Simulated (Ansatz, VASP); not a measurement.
## BaBiH3: VASP beside Ansatz

```
CELL_PARAMETERS angstrom
3.03460 3.03157 4.28252
3.03460 -3.03157 4.28252
3.07795 3.03157 -4.28252
ATOMIC_POSITIONS crystal
Ba 0.25060 0.50850 0.25790
Ba 0.74940 0.49150 0.74210
H 0.26020 0.06980 0.80960
H 0.73980 0.93020 0.19040
H 0.21650 0.00630 0.29800
H 0.29170 0.48550 0.70200
H 0.78350 0.99370 0.70200
H 0.70830 0.51450 0.29800
Bi 0.00000 0.00000 0.00000
Bi 0.50000 0.00000 0.50000
```

Alike in both runs: task single point; functional PBE; k mesh 4 × 4 × 4; occupations gaussian, width 0.0339 eV; no spin polarisation.

|  | VASP | Ansatz |
| --- | --- | --- |
| version | VASP 6.6.1 | Ansatz 0.2.0 |
| potentials or method | VASP PAW PBE potentials, release 64 (Ba_sv, H, Bi_d), cutoff 520 eV | PAW plane waves |
| valence electrons in the cell | 56 | 56 |

```csv
,VASP,Ansatz,Ansatz less VASP
gap on the k mesh at the Fermi level (eV),none,none,-
pressure (GPa),8.1,7.6,-0.44
rms of the force components (eV/Å),0.171,0.174,+0.0027
```

A gap of «none» marks a metal or a gap that the smearing closes.

The k mesh is coarse, so the values compare programs but aren't converged. Spin-orbit coupling is off throughout.
